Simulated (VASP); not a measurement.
Write the native input for VASP 6.6.1 that does the following.

```
Task                   : single point
Functional             : LDA
Potentials or basis    : VASP PAW LDA potentials, release 64 (Na_pv)
Cutoff                 : 520 eV
k mesh                 : 8 × 8 × 3
Occupations            : fermi-dirac, width 0.05 eV
Spin                   : no spin polarisation
Dipole correction      : no
Further INCAR settings : ALGO = Fast; EDIFF = 1e-07; NBANDS = 22
```

The structure of Na lies in POSCAR:

```
Na
1.0
    3.7729580783      0.0000000000      0.0000000000
   -1.8864790391      3.2674775432      0.0000000000
    0.0000000000      0.0000000000     12.7832138010
Na
4
Direct
    0.6666666667      0.3333333333      0.7500000000
    0.0000000000      0.0000000000      0.5000000000
    0.3333333333      0.6666666667      0.2500000000
    0.0000000000      0.0000000000      0.0000000000
```

This cell differs from its parent crystal: volume scaled by 1.06.

These files were run (other wordings do the same):

INCAR

```
SYSTEM = Na
ALGO = Fast
EDIFF = 1E-7
ENCUT = 520
ISIF = 2
ISMEAR = -1
LASPH = .TRUE.
LCHARG = .TRUE.
LELF = .TRUE.
LREAL = .FALSE.
LVHAR = .TRUE.
LWAVE = .FALSE.
NBANDS = 22
NELM = 60
PREC = Accurate
SIGMA = 0.05
```

KPOINTS

```
k-points
0
G
  8 8 3
  0 0 0
```

Potentials or basis: VASP PAW LDA potentials, release 64 (Na_pv).

The run is started by

```console
$ cat potpaw_LDA.64/Na_pv/POTCAR > POTCAR
$ mpirun -np 1 vasp_std > vasp.out
```

Results of the run:

```json
{"Pressure": "-1.2 GPa", "Band gap on the k mesh": "zero (band 14 reaches 1.10 eV, above the bottom of band 15 at -2.22 eV)"}
```

Run time: 98 s on 1 thread of AMD EPYC 7R13, with other jobs on the host, peak memory 0.18 GiB.
